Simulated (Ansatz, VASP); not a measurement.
# ZnO: VASP beside Ansatz

```
Zn O
1.0
     3.21690    0.00000    0.00000
    -1.60845    2.78592    0.00000
     0.00000    0.00000    5.20380
Zn O
2 2
Direct
  0.33333 0.66667 0.00000
  0.66667 0.33333 0.50000
  0.33333 0.66667 0.38210
  0.66667 0.33333 0.88210
```

Change from the starting cell: equal xx and yy strain of -1 %, crystal datasets.

Alike in both runs: task electric field gradients; functional PBE; k mesh 11 × 11 × 6; occupations fermi-dirac, width 0.02 eV; no spin polarisation.

|  | VASP | Ansatz |
| --- | --- | --- |
| version | VASP 6.6.1 | Ansatz 0.2.0 |
| potentials or method | VASP PAW PBE potentials, release 64 (Zn, O), cutoff 520 eV | all-electron PAW with datasets made for the crystal, scalar-relativistic |

Ansatz gave:

| Item | Value |
| --- | --- |
| gap on the k mesh at the Fermi level (eV) | 0.84 |
| pressure (GPa) | 8.1 |
| traceless stress, the component that is largest in VASP (GPa) | -1.45 |
| rms of the force components (eV/Å) | 0.074 |
| size of Vzz on the site where it differs most (V/Å²) | 12.2 |

Problem. Estimate VASP's values.

Solution. gap on the k mesh at the Fermi level (eV): 0.80; pressure (GPa): 9.3; traceless stress, the component that is largest in VASP (GPa): -1.56; rms of the force components (eV/Å): 0.079; size of Vzz on the site where it differs most (V/Å²): 12.6.

Atom by atom the forces differ by 0.005 eV/Å (rms over components). Ansatz ran all-electron here, and VASP with PAW potentials.
